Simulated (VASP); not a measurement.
# MnH4: single point with PBE

The system is MnH4.

```
CELL_PARAMETERS angstrom
2.41720 0.00000 0.00000
-1.20860 2.09336 0.00000
0.00000 0.00000 7.77248
ATOMIC_POSITIONS crystal
Mn 0.00000 0.00000 0.00000
H 0.33333 0.66667 0.86586
H 0.33333 0.66667 0.37680
H 0.66667 0.33333 0.13414
H 0.66667 0.33333 0.62320
```

The cell was generated, and may not be a known phase.

```
Program             : VASP 6.6.1
Task                : single point
Functional          : PBE
Potentials or basis : VASP PAW PBE potentials, release 64 (Mn_sv, H)
Cutoff              : 680 eV
k mesh              : 12 × 12 × 2
Occupations         : gaussian, width 0.1 eV
Spin                : collinear spin, ferromagnetic start
Starting moments    : [4.0, 0.0, 0.0, 0.0, 0.0] μB
```

* Pressure: -0.5 GPa
* Largest force: 0.415 eV/Å
* Net moment: 1.49 μB per cell
* Site moments: Mn +1.70; H -0.03, -0.06 (each value once) μB
* Valence electrons inside the program's atomic spheres: Mn 13.08; H 0.56, 0.34 (each value once)

Forces in eV/Å, atoms in the order of the input:
```
Mn   0.000  0.000  0.000
H    0.000  0.000  0.033
H    0.000  0.000  0.415
H    0.000  0.000 -0.033
H    0.000  0.000 -0.415
```

Stress tensor (GPa, compression positive):
```
 1.16  0.00  0.00
 0.00  1.16  0.00
 0.00  0.00 -3.86
```

Levels at points of the mesh, in eV from the Fermi level:
Spin up:
```
           k point  band 8  band 9  band 10  band 11  band 12  band 13
(0.00, 0.00, 0.00)   -3.00   -1.83    -1.83    -0.90    -0.19    -0.19
(0.50, 0.00, 0.00)   -1.23   -0.81     0.64     1.14     1.64     4.32
(0.00, 0.00, 0.50)   -3.71   -1.83    -1.83    -1.20    -0.19    -0.19
(0.50, 0.00, 0.50)   -1.22   -0.81     0.63     1.14     1.51     4.43
```
Spin down:
```csv
k point,band 6,band 7,band 8,band 9,band 10,band 11,band 12,band 13
"(0.00, 0.00, 0.00)",-6.28,-5.38,-1.62,-1.31,-0.58,-0.58,1.88,1.88
"(0.50, 0.00, 0.00)",-3.49,-3.03,0.06,0.43,1.15,1.33,2.60,5.27
"(0.00, 0.00, 0.50)",-6.83,-3.93,-3.28,-0.69,-0.58,-0.58,1.88,1.88
"(0.50, 0.00, 0.50)",-3.47,-3.04,-0.04,0.79,0.95,1.15,2.60,5.43
```

Run time: 97 s on 1 thread of Intel(R) Xeon(R) 6975P-C (Granite Rapids) (shared host), peak memory 0.25 GiB.

Caveat: the k points lie up to 0.40 Å⁻¹ apart.
